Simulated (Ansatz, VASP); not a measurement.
Two plane-wave programs on Te2Mo

POSCAR

```
Te2Mo
1.0
    3.6184478960      0.0000000000      0.0000000000
   -1.8092239480      3.1336678002      0.0000000000
    0.0000000000      0.0000000000      7.8269141206
Te Mo
2 1
Direct
    0.3333333333      0.6666666667      0.7741131127
    0.3333333333      0.6666666667      0.2258868873
    0.0000000000      0.0000000000      0.0000000000
```

File INCAR.step1:

```
PREC     = Accurate       # precision mode
ENCUT    = 520            # plane-wave cutoff, eV
ISMEAR   = 0              # smearing method
SIGMA    = 0.01           # smearing width, eV
LREAL    = False          # projectors in reciprocal space
LASPH    = True           # aspherical terms in the spheres
NELM     = 60             # most SCF steps
NBANDS   = 20             # bands
GGA      = PE             # functional
ALGO     = Normal         # electronic algorithm
EDIFF    = 1E-4           # SCF threshold, eV
LWAVE    = True           # write WAVECAR
LCHARG   = False          # write CHGCAR
```

Contents of INCAR.step2:

```
PREC     = Accurate       # precision mode
ENCUT    = 520            # plane-wave cutoff, eV
EDIFF    = 1E-6           # SCF threshold, eV
ISMEAR   = 0              # smearing method
SIGMA    = 0.01           # smearing width, eV
LREAL    = False          # projectors in reciprocal space
LASPH    = True           # aspherical terms in the spheres
NELM     = 60             # most SCF steps
ALGO     = Normal         # electronic algorithm
ISIF     = 2              # what is computed and relaxed
LWAVE    = False          # write WAVECAR
LCHARG   = True           # write CHGCAR
METAGGA  = R2SCAN         # meta-GGA
LMIXTAU  = True         
LELF     = True           # ELF
LVHAR    = True         
NBANDS   = 20             # bands
ISTART   = 1
```

The input KPOINTS:

```
regular mesh
0
Gamma
  12 12 4
```

Input for Ansatz:

```yaml
crystal:
  lattice:
    - [3.618447896, 0.0, 0.0]
    - [-1.809223948, 3.1336678002, 0.0]
    - [0.0, 0.0, 7.8269141206]
  atoms:
    - { symbol: Te, position: [0.3333333333, 0.6666666667, 0.7741131127] }
    - { symbol: Te, position: [0.3333333333, 0.6666666667, 0.2258868873] }
    - { symbol: Mo, position: [0.0, 0.0, 0.0] }
kpoints:
  mp_grid: { grid: [12, 12, 4] }
  band_path:
    path:
      - [0.0, 0.0, 0.0]
      - [0.5, 0.0, 0.0]
      - [0.3333333333, 0.3333333333, 0.0]
      - [0.0, 0.0, 0.5]
      - [0.5, 0.0, 0.5]
      - [0.3333333333, 0.3333333333, 0.5]
    npoints: 1
hamiltonian:
  xc: r2scan
scf:
  occupations: { method: fixed }
  n_extra_bands: 4
output:
  forces: true
  stress: true
  eigenvalues: true
```

Change from the starting cell: biaxial_xy strain +2.3%.

Alike in both runs: task single point; functional r2SCAN; k mesh 12 × 12 × 4; no spin polarisation.

|  | VASP | Ansatz |
| --- | --- | --- |
| version | VASP 6.6.1 | Ansatz 0.2.0 |
| potentials or method | VASP PAW PBE potentials, release 64 (Te, Mo_sv) | plane waves, PAW |
| plane-wave cutoff (eV) | 520 | 500 |
| occupations | gaussian, width 0.01 eV | fixed |
| valence electrons in the cell | 26 | 46 |

```csv
,VASP,Ansatz,Ansatz less VASP
gap on the k mesh at the Fermi level (eV),0.91,0.92,+0.009
pressure (GPa),-1.0,-1.1,-0.10
"traceless stress, the component that is largest in VASP (GPa)",1.84,1.78,-0.057
rms of the force components (eV/Å),0.006,0.006,0.0000
```

VASP's potentials were made for PBE, not for r2SCAN. Atom by atom the forces differ by 0.012 eV/Å (rms over components). VASP's potentials hold 26 valence electrons a cell and Ansatz's 46, so a difference there can come from the potentials and not from the codes.

Spin-orbit coupling is off throughout.
